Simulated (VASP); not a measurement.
# TiN (Fm-3m) in VASP: notebook, part 2 of 2

VASP 6.6.1. The steps go on from the part before.

### Step 4. Electric field gradients, PBEsol (volume scaled by 0.9405)

Input file INCAR:

```
ALGO = Normal
EDIFF = 1E-8
ENCUT = 520
GGA = PS
GGA_COMPAT = F
ISIF = 2
ISMEAR = -1
LASPH = T
LCHARG = F
LEFG = T
LREAL = F
LWAVE = F
NBANDS = 16
NELM = 120
PREC = Accurate
SIGMA = 0.05
```

Input file KPOINTS:

```
k-points
0
Gamma
  13 13 13
```

Input file POSCAR:

```
TiN
1.0
    0.0000000000      2.0790502180      2.0790502180
    2.0790502180      0.0000000000      2.0790502180
    2.0790502180      2.0790502180      0.0000000000
Ti N
1 1
Direct
    0.0000000000      0.0000000000      0.0000000000
    0.5000000000      0.5000000000      0.5000000000
```

Potentials or basis: VASP PAW PBE potentials, release 64 (Ti_sv, N).

Started as:

```
$ cat potpaw_PBE.64/Ti_sv/POTCAR potpaw_PBE.64/N/POTCAR > POTCAR
$ mpirun -np 1 vasp_std > vasp.out
```

OUTCAR:

```text
EDIFF = 1E-8
   ENCUT = 520
   GGA = PS
   ISIF = 2
   ISMEAR = -1
   LASPH = T
   LREAL = F
   NELM = 120
   PREC = Accurate

 ion  position               nearest neighbor table
   1  0.000  0.000  0.000-   2 2.08   2 2.08   2 2.08   2 2.08   2 2.08   2 2.08
   2  0.500  0.500  0.500-   1 2.08   1 2.08   1 2.08   1 2.08   1 2.08   1 2.08

  LATTYP: Found a face centered cubic cell.
 ALAT       =     4.1581004360

  Lattice vectors:

 A1 = (   0.0000000000,   2.0790502180,   2.0790502180)
 A2 = (   2.0790502180,   0.0000000000,   2.0790502180)
 A3 = (   2.0790502180,   2.0790502180,   0.0000000000)

Analysis of symmetry for initial positions (statically):
=====================================================================
 Subroutine PRICEL returns:
 Original cell was already a primitive cell.

 Routine SETGRP: Setting up the symmetry group for a
 face centered cubic supercell.

 Subroutine GETGRP returns: Found 48 space group operations
 (whereof 48 operations were pure point group operations)
 out of a pool of 48 trial point group operations.

The static configuration has the point symmetry O_h .

Analysis of symmetry for dynamics (positions and initial velocities):
=====================================================================
 Subroutine PRICEL returns:
 Original cell was already a primitive cell.

 Routine SETGRP: Setting up the symmetry group for a
 face centered cubic supercell.

 Subroutine GETGRP returns: Found 48 space group operations
 (whereof 48 operations were pure point group operations)
 out of a pool of 48 trial point group operations.

The dynamic configuration has the point symmetry O_h .

 Subroutine INISYM returns: Found 48 space group operations
 (whereof 48 operations are pure point group operations),
 and found     1 'primitive' translations

----------------------------------------------------------------------------------------

                                     Primitive cell

  volume of cell :      17.9732

  direct lattice vectors                    reciprocal lattice vectors
     0.000000000  2.079050218  2.079050218    -0.240494431  0.240494431  0.240494431
     2.079050218  0.000000000  2.079050218     0.240494431 -0.240494431  0.240494431
     2.079050218  2.079050218  0.000000000     0.240494431  0.240494431 -0.240494431

  length of vectors
     2.940221015  2.940221015  2.940221015     0.416548574  0.416548574  0.416548574

  position of ions in fractional coordinates (direct lattice)
     0.000000000  0.000000000  0.000000000
     0.500000000  0.500000000  0.500000000

  ion indices of the primitive-cell ions
   primitive index   ion index
                 1           1
                 2           2

----------------------------------------------------------------------------------------

 KPOINTS: k-points

Automatic generation of k-mesh.
 Grid dimensions read from file:
 generate k-points for:   13   13   13

 Generating k-lattice:

[... 68 lines left out ...]
   ISYM   =      2    0-nonsym 1-usesym 2-fastsym
   POTIM  = 0.5000    time-step for ionic-motion
   TEBEG  =    0.0;   TEEND  =   0.0 temperature during run
   PSTRESS=    0.0 pullay stress
   NELECT =      17.0000    total number of electrons
   NUPDOWN=      -1.0000    fix difference up-down
   EMIN   =  10.00;   EMAX   =-10.00  energy-range for DOS
   EFERMI =   0.00;   METHOD = LEGACY
   ISMEAR =    -1;   SIGMA  =   0.05  broadening in eV -4-tet -1-fermi 0-gaus
   EFERMI_NEDOS =   21; number of points for ismear=-14 and -15
   IALGO  =     38    algorithm
   IMIX   =      4    mixing-type and parameters
     AMIX     =   0.40;   BMIX     =  1.00
     AMIX_MAG =   1.60;   BMIX_MAG =  1.00
  volume/ion in A,a.u.               =       8.99        60.64
  Fermi-wavevector in a.u.,A,eV,Ry     =   1.607001  3.036792 35.136398  2.582452
  Thomas-Fermi vector in A             =   2.703099
   LORBIT       =      0    0 simple, 1 ext, 2 COOP (PROOUT), +10 PAW based schemes
   GGA     = PS    functional components
   LHFCALC =     F    Hartree Fock is set to
   AEXX    =    0.0000 exact exchange contribution
   IVDW    =     0    specifies the selected vdW correction
   LEPSILON=     F    determine dielectric tensor
   LRPA    =     F    only Hartree local field effects (RPA)
 non-spin polarized calculation
  energy-cutoff  :      520.00
  volume of cell :       17.97
 maximum number of plane-waves:       531
 NGX is ok and might be reduce to    24
   NGX = 11   NGY = 11   NGZ = 11

 number of electron      16.9999998 magnetization

 Free energy of the ion-electron system (eV)
  ---------------------------------------------------
  ext. energy  EPLUGINS =         0.00000000
  ---------------------------------------------------
  free energy    TOTEN  =       -20.76376135 eV

  energy without entropy =      -20.75740477  energy(sigma->0) =      -20.76058306

 E-fermi :  12.1724     XC(G=0): -13.5561

 val. band max:       12.0688856894   @ k =  -0.0769   0.0769   0.0000
 cond. band min:      12.1828309178   @ k =  -0.1538   0.1538   0.0000
 fundamental gap:      0.1139452284
 Fermi energy:        12.1723803880

 k-point     1 :       0.0000    0.0000    0.0000
  band No.  band energies     occupation
      1     -45.3844      2.00000
      2     -21.4149      2.00000
      3     -21.4149      2.00000
      4     -21.4149      2.00000
      5      -5.2715      2.00000
      6      10.0400      2.00000
[... 433 lines left out ...]
      3     -21.5687      2.00000
      4     -21.5289      2.00000
      5      -2.9560      2.00000
      6       4.5108      2.00000
[... 8 lines left out ...]
     15      25.9521      0.00000
     16      27.0946      0.00000

 [... further k-points ...]

------------------------ aborting loop because EDIFF is reached ----------------------------------------

  FORCE on cell =-STRESS in cart. coord.  units (eV):
  Direction    XX          YY          ZZ          XY          YZ          ZX
  --------------------------------------------------------------------------------------
  -------------------------------------------------------------------------------------
  Total        1.2420536      1.2420536      1.2420536      0.0000000      0.0000000      0.0000000
  in kB      110.7199735    110.7199735    110.7199735      0.0000000      0.0000000      0.0000000
  external PRESSURE =     110.7199735 kB  Pullay stress =       0.0000000 kB

 VOLUME and BASIS-vectors are now :
 -----------------------------------------------------------------------------
  energy-cutoff  :      520.00
  volume of cell :       17.97
      direct lattice vectors                 reciprocal lattice vectors
     0.000000000  2.079050218  2.079050218    -0.240494431  0.240494431  0.240494431
     2.079050218  0.000000000  2.079050218     0.240494431 -0.240494431  0.240494431
     2.079050218  2.079050218  0.000000000     0.240494431  0.240494431 -0.240494431

 POSITION                                       TOTAL-FORCE (eV/Angst)
 -----------------------------------------------------------------------------------
      0.00000      0.00000      0.00000        -0.000000      0.000000     -0.000000
      2.07905      2.07905      2.07905         0.000000     -0.000000      0.000000
 -----------------------------------------------------------------------------------
    total drift:                                0.000000     -0.000000     -0.000000

  FREE ENERGIE OF THE ION-ELECTRON SYSTEM (eV)
  ---------------------------------------------------
  free  energy   TOTEN  =       -20.7637613473 eV

  energy  without entropy=      -20.7574047669  energy(sigma->0) =      -20.76058306

 Electric field gradients (V/A^2)
---------------------------------------------------------------------
 ion       V_xx      V_yy      V_zz      V_xy      V_xz      V_yz
---------------------------------------------------------------------
   1       0.000     0.000    -0.000     0.001     0.001     0.001
   2      -0.000    -0.000     0.000    -0.001    -0.001    -0.001
---------------------------------------------------------------------

 Electric field gradients after diagonalization (V/A^2)
 (convention: |V_zz| > |V_xx| > |V_yy|)
----------------------------------------------------------------------
 ion       V_xx      V_yy      V_zz     asymmetry (V_yy - V_xx)/ V_zz
----------------------------------------------------------------------
   1      -0.001    -0.001     0.001       0.000
   2       0.001     0.001    -0.002       0.000
----------------------------------------------------------------------

           NMR quadrupolar parameters

 Cq : quadrupolar parameter    Cq=e*Q*V_zz/h
 eta: asymmetry parameters     (V_yy - V_xx)/ V_zz
 Q  : nuclear electric quadrupole moment in mb (millibarn)
----------------------------------------------------------------------
 ion       Cq(MHz)       eta       Q (mb)
----------------------------------------------------------------------
   1       0.000       0.000       1.000
   2      -0.000       0.000       1.000
----------------------------------------------------------------------
```

OSZICAR:

```text
N       E                     dE             d eps       ncg     rms          rms(c)
DAV:   1     0.132358388903E+03    0.13236E+03   -0.82185E+03  2688   0.127E+03
DAV:   2    -0.179805829250E+02   -0.15034E+03   -0.14143E+03  2944   0.351E+02
DAV:   3    -0.254777880001E+02   -0.74972E+01   -0.74095E+01  3336   0.808E+01
DAV:   4    -0.256585014595E+02   -0.18071E+00   -0.18049E+00  3264   0.120E+01
DAV:   5    -0.256629589248E+02   -0.44575E-02   -0.44574E-02  3248   0.167E+00    0.199E+01
DAV:   6    -0.210739685597E+02    0.45890E+01   -0.11845E+01  3544   0.543E+01    0.710E+00
DAV:   7    -0.207975272704E+02    0.27644E+00   -0.13317E+00  3184   0.146E+01    0.557E+00
DAV:   8    -0.209250125907E+02   -0.12749E+00   -0.79083E-01  3768   0.131E+01    0.578E+00
DAV:   9    -0.207709536376E+02    0.15406E+00   -0.21301E-01  3176   0.738E+00    0.144E+00
DAV:  10    -0.207661943350E+02    0.47593E-02   -0.33992E-02  3272   0.217E+00    0.364E-01
DAV:  11    -0.207637816376E+02    0.24127E-02   -0.49483E-03  3096   0.651E-01    0.148E-01
DAV:  12    -0.207638058305E+02   -0.24193E-04   -0.44556E-04  2992   0.234E-01    0.844E-02
DAV:  13    -0.207637707248E+02    0.35106E-04   -0.19396E-04  3104   0.229E-01    0.210E-02
DAV:  14    -0.207637616446E+02    0.90803E-05   -0.14625E-05  3328   0.552E-02    0.674E-03
DAV:  15    -0.207637613775E+02    0.26706E-06   -0.20377E-06  3528   0.143E-02    0.557E-03
DAV:  16    -0.207637613558E+02    0.21660E-07   -0.11983E-07  3376   0.351E-03    0.138E-03
DAV:  17    -0.207637613473E+02    0.85397E-08   -0.86943E-09  2136   0.121E-03
   1 F= -.20763761E+02 E0= -.20760583E+02  d E =-.635658E-02
```

Run time: 24 s. Hardware: 1 thread of Intel Xeon Platinum 8488C (Sapphire Rapids), shared host; peak memory 0.15 GiB.

Results:

- Free energy: -20.7638 eV
- Pressure: 11.1 GPa

Caveat: without QUAD_EFG the Cq values of the log hold for a quadrupole moment of 1 mb, not for the nuclei; the PAW data sets were made with another functional, which shifts forces and pressure a little.

### Step 5. Electric field gradients, PBEsol (volume scaled by 0.98)

Input file INCAR:

```
PREC = Accurate ; ENCUT = 520
EDIFF = 1E-8 ; ISMEAR = -1
SIGMA = 0.05 ; LREAL = False
LASPH = True ; NELM = 120
ALGO = Normal ; ISIF = 2
LWAVE = False ; LCHARG = False
GGA = PS ; LEFG = True
NBANDS = 16 ; GGA_COMPAT = False
```

Input file KPOINTS:

```
Automatic mesh
0
Gamma
  13 13 13
```

Input file POSCAR:

```
TiN
1.0
    0.0000000000      2.1077579601      2.1077579601
    2.1077579601      0.0000000000      2.1077579601
    2.1077579601      2.1077579601      0.0000000000
Ti N
1 1
Direct
    0.0000000000      0.0000000000      0.0000000000
    0.5000000000      0.5000000000      0.5000000000
```

Potentials or basis: VASP PAW PBE potentials, release 64 (Ti_sv, N).

Started as:

```
$ cat potpaw_PBE.64/Ti_sv/POTCAR potpaw_PBE.64/N/POTCAR > POTCAR
$ mpirun -np 1 vasp_std > vasp.out
```

OUTCAR:

```text
PREC = Accurate
   ENCUT = 520
   EDIFF = 1E-8
   ISMEAR = -1
   LREAL = False
   LASPH = True
   NELM = 120
   ISIF = 2
   GGA = PS

 ion  position               nearest neighbor table
   1  0.000  0.000  0.000-   2 2.11   2 2.11   2 2.11   2 2.11   2 2.11   2 2.11
   2  0.500  0.500  0.500-   1 2.11   1 2.11   1 2.11   1 2.11   1 2.11   1 2.11

  LATTYP: Found a face centered cubic cell.
 ALAT       =     4.2155159202

  Lattice vectors:

 A1 = (   0.0000000000,   2.1077579601,   2.1077579601)
 A2 = (   2.1077579601,   0.0000000000,   2.1077579601)
 A3 = (   2.1077579601,   2.1077579601,   0.0000000000)

Analysis of symmetry for initial positions (statically):
=====================================================================
 Subroutine PRICEL returns:
 Original cell was already a primitive cell.

 Routine SETGRP: Setting up the symmetry group for a
 face centered cubic supercell.

[... 644 lines left out ...]
  volume of cell :       18.73
      direct lattice vectors                 reciprocal lattice vectors
     0.000000000  2.107757960  2.107757960    -0.237218888  0.237218888  0.237218888
     2.107757960  0.000000000  2.107757960     0.237218888 -0.237218888  0.237218888
     2.107757960  2.107757960  0.000000000     0.237218888  0.237218888 -0.237218888

 POSITION                                       TOTAL-FORCE (eV/Angst)
 -----------------------------------------------------------------------------------
      0.00000      0.00000      0.00000        -0.000000     -0.000000     -0.000000
      2.10776      2.10776      2.10776         0.000000      0.000000      0.000000
 -----------------------------------------------------------------------------------
    total drift:                                0.000000     -0.000000     -0.000000

  FREE ENERGIE OF THE ION-ELECTRON SYSTEM (eV)
  ---------------------------------------------------
  free  energy   TOTEN  =       -20.7849056424 eV

  energy  without entropy=      -20.7782187431  energy(sigma->0) =      -20.78156219

 Electric field gradients (V/A^2)
---------------------------------------------------------------------
 ion       V_xx      V_yy      V_zz      V_xy      V_xz      V_yz
---------------------------------------------------------------------
   1       0.000    -0.000    -0.000     0.001     0.001     0.001
   2      -0.000    -0.000    -0.000    -0.001    -0.001    -0.001
---------------------------------------------------------------------

 Electric field gradients after diagonalization (V/A^2)
 (convention: |V_zz| > |V_xx| > |V_yy|)
----------------------------------------------------------------------
 ion       V_xx      V_yy      V_zz     asymmetry (V_yy - V_xx)/ V_zz
----------------------------------------------------------------------
   1      -0.001    -0.001     0.002       0.000
   2       0.001     0.001    -0.001       0.000
----------------------------------------------------------------------

           NMR quadrupolar parameters

 Cq : quadrupolar parameter    Cq=e*Q*V_zz/h
 eta: asymmetry parameters     (V_yy - V_xx)/ V_zz
 Q  : nuclear electric quadrupole moment in mb (millibarn)
----------------------------------------------------------------------
 ion       Cq(MHz)       eta       Q (mb)
----------------------------------------------------------------------
   1       0.000       0.000       1.000
   2      -0.000       0.000       1.000
----------------------------------------------------------------------
```

stdout:

```text
POSCAR found type information on POSCAR TiN
 POSCAR found :  2 types and       2 ions
 scaLAPACK will be used
 -----------------------------------------------------------------------------
|                                                                             |
|                                                                             |
|     You enforced a specific xc type in the INCAR file but a different       |
|     I HOPE YOU KNOW WHAT YOU ARE DOING!                                     |
|                                                                             |
 -----------------------------------------------------------------------------

 LDA part: xc-table for (Slater+PW92), standard interpolation
 POSCAR, INCAR and KPOINTS ok, starting setup
 FFT: planning ... GRIDC
 FFT: planning ... GRID_SOFT
 FFT: planning ... GRID
 WAVECAR not read
 entering main loop
ion   1

ion   2
```

Run time: 30 s. Hardware: 1 thread of Intel Xeon Platinum 8488C (Sapphire Rapids), shared host; peak memory 0.15 GiB.

Results:

```
Free energy : -20.7849 eV
Pressure    : -2.0 GPa
```

Caveat: without QUAD_EFG the Cq values of the log hold for a quadrupole moment of 1 mb, not for the nuclei; the PAW data sets were made with another functional, which shifts forces and pressure a little.

### Step 6. The runs side by side

| cell | gap on the mesh (eV) | pressure (GPa) |
| --- | --- | --- |
| a = 2.960 Å, angles 60.0°, 2 atoms | none | 4.3 |
| a = 2.940 Å, angles 60.0°, 2 atoms | none | 11.1 |
| a = 2.981 Å, angles 60.0°, 2 atoms | none | -2.0 |

Alike in all rows: task electric field gradients; level PBEsol; potentials or basis VASP PAW PBE potentials, release 64 (Ti_sv, N); no spin polarisation; k mesh 13 × 13 × 13; cutoff (eV) 520; smearing fermi-dirac 0.05 eV.

Caveats: the PAW data sets were made with another functional, which shifts forces and pressure a little.

Total energies depend on the potentials used, so only differences within one code and one set of settings carry meaning.
